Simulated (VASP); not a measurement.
Runs of VASP 6.6.1 on Al. The structure is that of space group P6/mmm (No. 191), or close to it. The cells are those of the table. 

```tsv
task	cell	k mesh	cutoff (eV)	gap on the mesh (eV)	pressure (GPa)
single point	a = 4.549, b = 4.549, c = 2.817 Å, angles 90.0, 90.0, 120.0°, 3 atoms	9 × 9 × 12	520	none	(b)
single point	a = 4.612, b = 4.612, c = 2.855 Å, angles 90.0, 90.0, 120.0°, 3 atoms	8 × 8 × 11	520	none	-0.2
single point	a = 4.789, b = 4.789, c = 2.965 Å, angles 90.0, 90.0, 120.0°, 3 atoms	9 × 9 × 12	520	none	-5.9
single point	a = 4.612, b = 4.612, c = 2.855 Å, angles 90.0, 90.0, 120.0°, 3 atoms	9 × 9 × 12	520	none	(a)
single point	a = 4.731, b = 4.731, c = 2.929 Å, angles 90.0, 90.0, 120.0°, 3 atoms	9 × 9 × 12	520	none	-4.3
relaxation of cell and atoms	relaxed from a = 4.544, b = 4.544, c = 2.785 Å, angles 90.0, 90.0, 120.0°, 3 atoms	8 × 8 × 11	600	none	-0.1
```

Alike in all rows: level RPBE; potentials or basis VASP PAW PBE potentials, release 64 (Al); no spin polarisation; smearing fermi-dirac 0.1 eV.

Q: Estimate the missing entries.

A: (a) 0.0; (b) 2.9.

Caveats: the PAW data sets were made with another functional, which shifts forces and pressure a little.

A gap of «none» marks levels without a gap at the run's occupations.
